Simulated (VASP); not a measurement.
## Ge: single point with revPBE

Ge:

```
Ge
1.0
     2.99357    0.00000    0.00000
    -1.49678    2.59251    0.00000
     0.00000    0.00000    5.08130
Ge
2
Cartesian
  0.0000 1.7283 1.2703
  1.4968 0.8642 3.8110
```

This isn't the form of Ge at room conditions, which is diamond.

```yaml
Program: VASP 6.6.1
Task: single point
Functional: revPBE
Potentials_or_basis: VASP PAW PBE potentials, release 64 (Ge_d)
Cutoff: 520 eV
k_mesh: 15 × 15 × 8
Occupations: fermi-dirac, width 0.05 eV
Spin: no spin polarisation
```

```
Pressure               : 0.0 GPa
Band gap on the k mesh : zero (bands 14 and 15 overlap by 9.88 eV)
```

Levels at points of the mesh, in eV from the Fermi level:
```
           k point  band 10  band 11  band 12  band 13  band 14  band 15  band 16  band 17  band 18  band 19
(0.00, 0.00, 0.00)   -24.69   -12.80    -8.21    -5.37     7.06     7.06     8.00     8.73     8.73    11.83
(0.00, 0.00, 0.50)   -24.70   -11.39   -11.39     0.59     0.59     7.93     7.93     7.93     7.93    12.92
```

It took 63 s on 1 thread of Intel Xeon 8259CL, on a shared host, peak memory 0.22 GiB.

Caveat: the PAW data sets were made with another functional, which shifts forces and pressure a little.
